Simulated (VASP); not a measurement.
Set up this calculation in VASP 6.6.1, as the native input.

```
Task                   : electric field gradients
Functional             : LDA
Potentials or basis    : VASP PAW LDA potentials, release 64 (Ag)
Cutoff                 : 400 eV
k mesh                 : 15 × 15 × 15
Occupations            : fermi-dirac, width 0.05 eV
Spin                   : no spin polarisation
Dipole correction      : no
Further INCAR settings : ALGO = Normal; EDIFF = 1e-08; NBANDS = 12
```

The structure of Ag lies in POSCAR:

```
Ag
1.0
    0.0000000000      2.0431000000      2.0022380000
    2.0431000000      0.0000000000      2.0022380000
    2.0431000000      2.0431000000      0.0000000000
Ag
1
Direct
    0.0000000000      0.0000000000      0.0000000000
```

This cell differs from its parent crystal: zz strain of -2 %.

These files were run (other wordings do the same):

INCAR

```
SYSTEM = Ag
PREC = Accurate
ENCUT = 400
EDIFF = 1E-8
ISMEAR = -1
SIGMA = 0.05
LREAL = .False.
LASPH = .True.
NELM = 120
ALGO = Normal
ISIF = 2
LWAVE = .False.
LCHARG = .False.
LEFG = .True.
NBANDS = 12
GGA_COMPAT = .False.
```

KPOINTS

```
regular mesh
0
Gamma
  15 15 15
  0 0 0
```

Potentials or basis: VASP PAW LDA potentials, release 64 (Ag).

Run with:

```sh
$ cat potpaw_LDA.64/Ag/POTCAR > POTCAR
$ mpirun -np 1 vasp_std > vasp.out
```

Results of the run:

The pressure is -5.6 GPa. The band gap on the k mesh is zero (an odd number of electrons rules out a gap without spin polarisation) and the largest electric field gradient by atom is Ag +1.1 V/Å².

Caveat: the cell differs from its parent crystal (zz strain of -2 %); the cell stands under tension; without QUAD_EFG the Cq values of the log hold for a quadrupole moment of 1 mb, not for the nuclei.

Wall time 25 s on 1 thread of Intel(R) Xeon(R) Platinum 8375C CPU @ 2.90GHz (Ice Lake) (shared host), peak memory 0.14 GiB.
